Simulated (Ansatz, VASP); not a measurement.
Hg: VASP beside Ansatz

```
Hg
1.0
     3.51980    0.00000    0.00000
    -1.75990    3.04824    0.00000
     0.00000    0.00000    4.96900
Hg
2
Direct
  0.66667 0.33333 0.75000
  0.33333 0.66667 0.25000
```

Alike in both runs: task single point; functional PBE; dispersion D3(BJ); k mesh 15 × 15 × 8; occupations gaussian, width 0.15 eV; no spin polarisation.

```csv
,VASP,Ansatz
version,VASP 6.6.1,Ansatz 0.2.0
potentials or method,"VASP PAW PBE potentials, release 64 (Hg), cutoff 520 eV","scalar-relativistic, plane waves, PAW"
valence electrons in the cell,24,40
```

```csv
,VASP,Ansatz,Ansatz less VASP
gap on the k mesh at the Fermi level (eV),none,none,-
pressure (GPa),-0.5,-0.7,-0.20
"traceless stress, the component that is largest in VASP (GPa)",0.09,0.00,-0.093
```

A gap of «none» marks a metal or a gap that the smearing closes. VASP's potentials hold 24 valence electrons a cell and Ansatz's 40, so a difference there can come from the potentials and not from the codes.

Spin-orbit coupling is off throughout.
